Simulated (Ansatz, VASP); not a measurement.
# Two plane-wave programs on Ti3Al

```
Ti Al
1.0
     2.92754    0.00000    0.00000
    -1.46377    2.53533    0.00000
     0.00000    0.00000    9.22636
Ti Al
3 1
Direct
  0.66667 0.33333 0.00000
  0.33333 0.66667 0.75059
  0.33333 0.66667 0.24941
  0.66667 0.33333 0.50000
```

Alike in both runs: task single point; functional PBE; k mesh 6 × 6 × 2; occupations gaussian, width 0.1 eV; collinear spin.

|  | VASP | Ansatz |
| --- | --- | --- |
| version | VASP 6.6.1 | Ansatz 0.2.0 |
| potentials or method | VASP PAW PBE potentials, release 64 (Ti_sv, Al), cutoff 520 eV | scalar-relativistic, plane waves, PAW |
| valence electrons in the cell | 39 | 39 |

VASP gave:

| Property | Result |
| --- | --- |
| gap on the k mesh at the Fermi level (eV) | none |
| pressure (GPa) | 0.2 |
| traceless stress, the component that is largest in VASP (GPa) | 0.37 |
| rms of the force components (eV/Å) | 0.024 |
| net moment per atom (μB) | 0.00 |

Question: What did Ansatz give for the same quantities?

Answer: gap on the k mesh at the Fermi level (eV): none; pressure (GPa): 0.4; traceless stress, the component that is largest in VASP (GPa): 0.35; rms of the force components (eV/Å): 0.027; net moment per atom (μB): 0.00.

Atom by atom the forces differ by 0.003 eV/Å (rms over components). A gap of «none» marks a metal or a gap that the smearing closes. The functional is the same, so the differences come from potentials, cutoffs and numerics. Ansatz's warnings: seeded moment not kept.

The k mesh is coarse, so the values compare programs but aren't converged.
